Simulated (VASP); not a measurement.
# Ga16Bi3As13 (P1) in VASP: single point with PBEsol

Aim: the single point of Ga16Bi3As13 with PBEsol.

Program: VASP 6.6.1. These are calculated values, not measurements. Logs are shortened: lines on timing, memory, paths and dates and some standing lists are left out, and cuts for length are marked.

## (1) The cell of the first run

The typed cell holds 64 atoms: a = 11.564 Å, b = 11.564 Å, c = 11.564 Å, α = 90.00°, β = 90.00°, γ = 90.00°.

## (2) Single point, PBEsol

INCAR

```
PREC = Accurate ; ENCUT = 500
EDIFF = 1E-6 ; ISMEAR = -1
SIGMA = 0.05 ; LREAL = Auto
LASPH = True ; NELM = 120
ALGO = Normal ; ISIF = 2
LWAVE = False ; LCHARG = False
GGA = PS ; NBANDS = 356
ISYM = -1 ; GGA_COMPAT = False
```

KPOINTS

```
explicit points
1
Reciprocal
  0.25000000   0.25000000   0.25000000 1
```

POSCAR

```
Ga16Bi3As13
1.0
   11.5635149884      0.0000000000      0.0000000000
    0.0000000000     11.5635149884      0.0000000000
    0.0000000000      0.0000000000     11.5635149884
Ga As Bi
32 26 6
Direct
    0.0219170000      0.9993240000      0.9989160000
    0.0022310000      0.0002010000      0.5014210000
    0.0017900000      0.4988210000      0.0001770000
    0.0013730000      0.4984100000      0.5002820000
    0.4888700000      0.0108530000      0.9885490000
    0.4878820000      0.0094550000      0.5087620000
    0.4964120000      0.4981010000      0.9981500000
    0.5002210000      0.4986100000      0.5013740000
    0.2490740000      0.2541590000      0.9999420000
    0.2475110000      0.2534750000      0.5019190000
    0.2411720000      0.7376860000      0.9894670000
    0.2496150000      0.7507550000      0.5003030000
    0.7501110000      0.2728870000      0.9991080000
    0.7499700000      0.2541840000      0.5002500000
    0.7500220000      0.7296960000      0.9998810000
    0.7597340000      0.7383560000      0.5088530000
    0.2415380000      0.0096830000      0.2617720000
    0.2484380000      0.0001090000      0.7473720000
    0.2485570000      0.4987080000      0.2496860000
    0.2492810000      0.4987260000      0.7484290000
    0.7616020000      0.0111760000      0.2610750000
    0.7509110000      0.9993740000      0.7280780000
    0.7520850000      0.4969400000      0.2529680000
    0.7497720000      0.4993280000      0.7481720000
    0.0006240000      0.2535090000      0.2507990000
    0.0094350000      0.2600250000      0.7402240000
    0.0112830000      0.7386950000      0.2612400000
    0.0003940000      0.7499710000      0.7495000000
    0.4878910000      0.2622650000      0.2616610000
    0.4994000000      0.2537050000      0.7485710000
    0.5002860000      0.7301520000      0.2493970000
    0.4887510000      0.7389800000      0.7390100000
    0.1276840000      0.1312940000      0.1281360000
    0.1268520000      0.1261280000      0.6227510000
    0.1255940000      0.6196520000      0.1247910000
    0.1252090000      0.6247360000      0.6246210000
    0.6223080000      0.1307940000      0.6212850000
    0.6250760000      0.6116350000      0.1249370000
    0.6245480000      0.6200040000      0.6248270000
    0.3716000000      0.3780580000      0.1251650000
    0.3740440000      0.3761150000      0.6245200000
    0.3698930000      0.8747080000      0.6249880000
    0.8788410000      0.3800230000      0.1275370000
    0.8755050000      0.3780190000      0.6228860000
    0.8805240000      0.8717070000      0.6210260000
    0.3688590000      0.1317090000      0.3812500000
    0.3677580000      0.1326300000      0.8679000000
    0.3721050000      0.6193640000      0.3779500000
    0.3719830000      0.6191480000      0.8710730000
    0.8818790000      0.1325660000      0.3822630000
    0.8782440000      0.6187890000      0.3779680000
    0.8782460000      0.6189400000      0.8719400000
    0.1251340000      0.3759570000      0.3752350000
    0.1266850000      0.3778710000      0.8741020000
    0.1251420000      0.8751530000      0.3800140000
    0.1292030000      0.8711680000      0.8690120000
    0.6245150000      0.3776630000      0.3777980000
    0.6215680000      0.3813450000      0.8710470000
    0.6218760000      0.1352620000      0.1281410000
    0.3675000000      0.8725540000      0.1253430000
    0.8825160000      0.8700320000      0.1269510000
    0.8782100000      0.1285090000      0.8717550000
    0.6241300000      0.8731690000      0.3820350000
    0.6231980000      0.8701090000      0.8674980000
```

Potentials or basis: VASP PAW PBE potentials, release 64 (Ga_d, As, Bi_d).

The run is started by

```bash
> cat potpaw_PBE.64/Ga_d/POTCAR potpaw_PBE.64/As/POTCAR potpaw_PBE.64/Bi_d/POTCAR > POTCAR
> mpirun -np 1 vasp_std > vasp.out
```

OUTCAR:

```text
PREC = Accurate
   ENCUT = 500
   EDIFF = 1E-6
   ISMEAR = -1
   LREAL = Auto
   LASPH = True
   NELM = 120
   ISIF = 2
   GGA = PS
   ISYM = -1

 ion  position               nearest neighbor table
   1  0.022  0.999  0.999-  56 2.45  33 2.46  61 2.65  62 2.67
   2  0.002  0.000  0.501-  55 2.47  45 2.47  34 2.48  50 2.49
   3  0.002  0.499  0.000-  43 2.47  35 2.47  54 2.48  52 2.48
   4  0.001  0.498  0.500-  51 2.44  44 2.46  53 2.48  36 2.50
   5  0.489  0.011  0.989-  47 2.43  64 2.65  60 2.65  59 2.65
   6  0.488  0.009  0.509-  46 2.46  37 2.47  42 2.47  63 2.67
[... 56 lines left out ...]
  63  0.624  0.873  0.382-  21 2.65  16 2.65   6 2.67  31 2.67
  64  0.623  0.870  0.867-  32 2.63  22 2.65   5 2.65  15 2.67

IMPORTANT INFORMATION: All symmetrisations will be switched off!
NOSYMM: (Re-)initialisation of all symmetry stuff for point group C_1.

----------------------------------------------------------------------------------------

                                     Primitive cell

  volume of cell :    1546.2140

  direct lattice vectors                    reciprocal lattice vectors
    11.563514988  0.000000000  0.000000000     0.086478895  0.000000000  0.000000000
     0.000000000 11.563514988  0.000000000     0.000000000  0.086478895  0.000000000
     0.000000000  0.000000000 11.563514988     0.000000000  0.000000000  0.086478895

  length of vectors
    11.563514988 11.563514988 11.563514988     0.086478895  0.086478895  0.086478895

  position of ions in fractional coordinates (direct lattice)
     0.021917000  0.999324000  0.998916000
     0.002231000  0.000201000  0.501421000
     0.001790000  0.498821000  0.000177000
     0.001373000  0.498410000  0.500282000
     0.488870000  0.010853000  0.988549000
     0.487882000  0.009455000  0.508762000
[... 56 lines left out ...]
     0.624130000  0.873169000  0.382035000
     0.623198000  0.870109000  0.867498000

  ion indices of the primitive-cell ions
   primitive index   ion index
                 1           1
                 2           2
                 3           3
                 4           4
                 5           5
                 6           6
[... 56 lines left out ...]
                63          63
                64          64

----------------------------------------------------------------------------------------

 KPOINTS: explicit points

Read explicit list of k-points.

 Found      1 k-points:

 Following reciprocal coordinates:
            Coordinates               Weight
  0.250000  0.250000  0.250000      1.000000
   k-points           NKPTS =      1   k-points in BZ     NKDIM =      1   number of bands    NBANDS=    356
   number of dos      NEDOS =    301   number of ions     NIONS =     64
   total plane-waves  NPLWV = 592704
   dimension x,y,z NGX =    84 NGY =   84 NGZ =   84
   dimension x,y,z NGXF=   168 NGYF=  168 NGZF=  168
   ions per type =              32  26   6
   NGX,Y,Z   is equivalent  to a cutoff of  12.08, 12.08, 12.08 a.u.
   NGXF,Y,Z  is equivalent  to a cutoff of  24.15, 24.15, 24.15 a.u.
 SYSTEM =  unknown system
   PREC   = accura    normal or accurate (medium, high low for compatibility)
   ISTART =      0    job   : 0-new  1-cont  2-samecut
   ICHARG =      2    charge: 1-file 2-atom 10-const
   ISPIN  =      1    spin polarized calculation?
   LNONCOLLINEAR =      F non collinear calculations
   LSORBIT =      F    spin-orbit coupling
   LASPH  =      T    aspherical Exc in radial PAW
   ENCUT  =  500.0 eV  36.75 Ry    6.06 a.u.  21.08 21.08 21.08*2*pi/ulx,y,z
   NELM   =    120;   NELMIN=  2; NELMDL= -5     # of ELM steps
   EDIFF  = 0.1E-05   stopping-criterion for ELM
   LREAL  =      T    real-space projection
   EDIFFG = 0.1E-04   stopping-criterion for IOM
   NSW    =      0    number of steps for IOM
   IBRION =     -1    ionic relax: 0-MD 1-quasi-New 2-CG
   NFREE  =      0    steps in history (QN), initial steepest desc. (CG)
   ISIF   =      2    stress and relaxation
   ISYM   =     -1    0-nonsym 1-usesym 2-fastsym
   POTIM  = 0.5000    time-step for ionic-motion
   TEBEG  =    0.0;   TEEND  =   0.0 temperature during run
   PSTRESS=    0.0 pullay stress
   NELECT =     636.0000    total number of electrons
   NUPDOWN=      -1.0000    fix difference up-down
   EMIN   =  10.00;   EMAX   =-10.00  energy-range for DOS
   EFERMI =   0.00;   METHOD = LEGACY
   ISMEAR =    -1;   SIGMA  =   0.05  broadening in eV -4-tet -1-fermi 0-gaus
   EFERMI_NEDOS =   21; number of points for ismear=-14 and -15
   IALGO  =     38    algorithm
   IMIX   =      4    mixing-type and parameters
     AMIX     =   0.40;   BMIX     =  1.00
     AMIX_MAG =   1.60;   BMIX_MAG =  1.00
  volume/ion in A,a.u.               =      24.16       163.04
  Fermi-wavevector in a.u.,A,eV,Ry     =   1.217505  2.300750 20.168159  1.482318
  Thomas-Fermi vector in A             =   2.352823
   LORBIT       =      0    0 simple, 1 ext, 2 COOP (PROOUT), +10 PAW based schemes
   GGA     = PS    functional components
   LHFCALC =     F    Hartree Fock is set to
   AEXX    =    0.0000 exact exchange contribution
   IVDW    =     0    specifies the selected vdW correction
   LEPSILON=     F    determine dielectric tensor
   LRPA    =     F    only Hartree local field effects (RPA)
 non-spin polarized calculation
  energy-cutoff  :      500.00
  volume of cell :     1546.21
 maximum number of plane-waves:     39249
 NGX is ok and might be reduce to    84
   NGX = 43   NGY = 43   NGZ = 43

 number of electron     636.0000055 magnetization

 Free energy of the ion-electron system (eV)
  ---------------------------------------------------
  ext. energy  EPLUGINS =         0.00000000
  ---------------------------------------------------
  free energy    TOTEN  =      -279.54153240 eV

  energy without entropy =     -279.53983668  energy(sigma->0) =     -279.54068454

 E-fermi :   4.3482     XC(G=0):  -9.6770

 val. band max:        3.9956200890   @ k =   0.2500   0.2500   0.2500
 cond. band min:       4.6911898965   @ k =   0.2500   0.2500   0.2500
 fundamental gap:      0.6955698076
 Fermi energy:         4.3481739857

 k-point     1 :       0.2500    0.2500    0.2500
  band No.  band energies     occupation
      1     -18.0894      2.00000
      2     -18.0867      2.00000
      3     -18.0827      2.00000
      4     -18.0764      2.00000
      5     -18.0689      2.00000
      6     -18.0665      2.00000
[... 322 lines left out ...]
    329       5.8587      0.00000
    330       5.9480      0.00000
 [bands above 330 left out]

------------------------ aborting loop because EDIFF is reached ----------------------------------------

  FORCE on cell =-STRESS in cart. coord.  units (eV):
  Direction    XX          YY          ZZ          XY          YZ          ZX
  --------------------------------------------------------------------------------------
  -------------------------------------------------------------------------------------
  Total        0.9324242      1.2988994      0.8598595     -8.0580710     -7.6883171     -7.6474091
  in kB        0.9661721      1.3459115      0.8909810     -8.3497231     -7.9665863     -7.9241978
  external PRESSURE =       1.0676882 kB  Pullay stress =       0.0000000 kB

 VOLUME and BASIS-vectors are now :
 -----------------------------------------------------------------------------
  energy-cutoff  :      500.00
  volume of cell :     1546.21
      direct lattice vectors                 reciprocal lattice vectors
    11.563514988  0.000000000  0.000000000     0.086478895  0.000000000  0.000000000
     0.000000000 11.563514988  0.000000000     0.000000000  0.086478895  0.000000000
     0.000000000  0.000000000 11.563514988     0.000000000  0.000000000  0.086478895

 POSITION                                       TOTAL-FORCE (eV/Angst)
 -----------------------------------------------------------------------------------
      0.25344     11.55570     11.55098        -0.005838      0.009325      0.003647
      0.02580      0.00232      5.79819         0.002980     -0.013356      0.001171
      0.02070      5.76812      0.00205        -0.008812      0.003743     -0.011220
      0.01588      5.76337      5.78502        -0.000828      0.003322     -0.003898
      5.65306      0.12550     11.43110         0.011774     -0.002452      0.004592
      5.64163      0.10933      5.88308         0.008345     -0.002948      0.001718
[... 56 lines left out ...]
      7.21714     10.09690      4.41767        -0.005768     -0.010371     -0.002631
      7.20636     10.06152     10.03133         0.001679     -0.004357     -0.000882
 -----------------------------------------------------------------------------------
    total drift:                               -0.000186      0.031943     -0.000592

  FREE ENERGIE OF THE ION-ELECTRON SYSTEM (eV)
  ---------------------------------------------------
  free  energy   TOTEN  =      -279.5415324039 eV

  energy  without entropy=     -279.5398366838  energy(sigma->0) =     -279.54068454
```

Run time: 18 min. Hardware: 1 thread of Intel Xeon Platinum 8488C (Sapphire Rapids), shared host; peak memory 1.3 GiB.

What came out:

| Item | Value |
| --- | --- |
| Free energy | -279.5415 eV |
| Pressure | 0.1 GPa |
| Largest force | 0.030 eV/Å |
| Band gap on the k mesh | 0.70 eV |

Forces in eV/Å, atoms in the order of the input:
```
Ga  -0.006  0.009  0.004
Ga   0.003 -0.013  0.001
Ga  -0.009  0.004 -0.011
Ga  -0.001  0.003 -0.004
Ga   0.012 -0.002  0.005
Ga   0.008 -0.003  0.002
Ga   0.003  0.002 -0.006
Ga  -0.006 -0.001 -0.005
Ga   0.003 -0.011  0.006
Ga   0.001 -0.003 -0.003
Ga   0.009  0.009  0.007
Ga   0.004 -0.003 -0.003
Ga   0.000 -0.010  0.005
Ga  -0.015 -0.008  0.000
Ga  -0.003  0.011  0.009
Ga  -0.004  0.013 -0.002
Ga   0.005  0.002 -0.007
Ga   0.007  0.002  0.008
Ga   0.007  0.004  0.003
Ga  -0.003  0.001 -0.003
Ga   0.002 -0.004 -0.001
Ga  -0.007  0.007  0.018
Ga   0.000  0.009 -0.006
Ga   0.004  0.004  0.008
Ga   0.000 -0.016 -0.018
Ga  -0.013 -0.005  0.006
Ga  -0.008  0.007  0.000
Ga  -0.006  0.011  0.009
Ga   0.005 -0.006 -0.005
Ga   0.015 -0.011  0.004
Ga   0.009  0.018 -0.006
Ga   0.005  0.007  0.004
As  -0.008  0.010  0.002
As   0.013  0.000 -0.010
As   0.005 -0.012  0.002
As   0.005 -0.016 -0.003
As  -0.002  0.015 -0.003
As   0.002 -0.017  0.003
As   0.001 -0.010 -0.001
As  -0.012  0.010 -0.003
As  -0.004  0.006 -0.004
As  -0.011  0.002 -0.004
As   0.001  0.008  0.002
As   0.004  0.009 -0.004
As   0.018 -0.007 -0.012
As  -0.023  0.012  0.014
As  -0.011  0.015 -0.011
As  -0.006 -0.009  0.010
As  -0.001 -0.011  0.004
As   0.005  0.012  0.000
As   0.002 -0.015  0.004
As   0.012 -0.010 -0.002
As   0.007  0.004  0.005
As   0.004  0.007 -0.004
As  -0.007 -0.003  0.011
As  -0.003 -0.001 -0.008
As   0.004  0.003  0.008
As  -0.004  0.005 -0.004
Bi  -0.009  0.002  0.004
Bi   0.003 -0.008 -0.001
Bi   0.003 -0.011 -0.009
Bi  -0.004  0.002 -0.004
Bi  -0.006 -0.010 -0.003
Bi   0.002 -0.004 -0.001
```

Levels at points of the mesh, in eV from the valence-band top:
```
           k point  band 316  band 317  band 318  band 319  band 320  band 321
(0.25, 0.25, 0.25)     -0.42     -0.08      0.00      0.70      1.14      1.40
```

Caveat: the PAW data sets were made with another functional, which shifts forces and pressure a little; spin-orbit coupling is left out, which moves the levels of the heavy elements; a shifted mesh leaves out Γ, where band edges can lie.
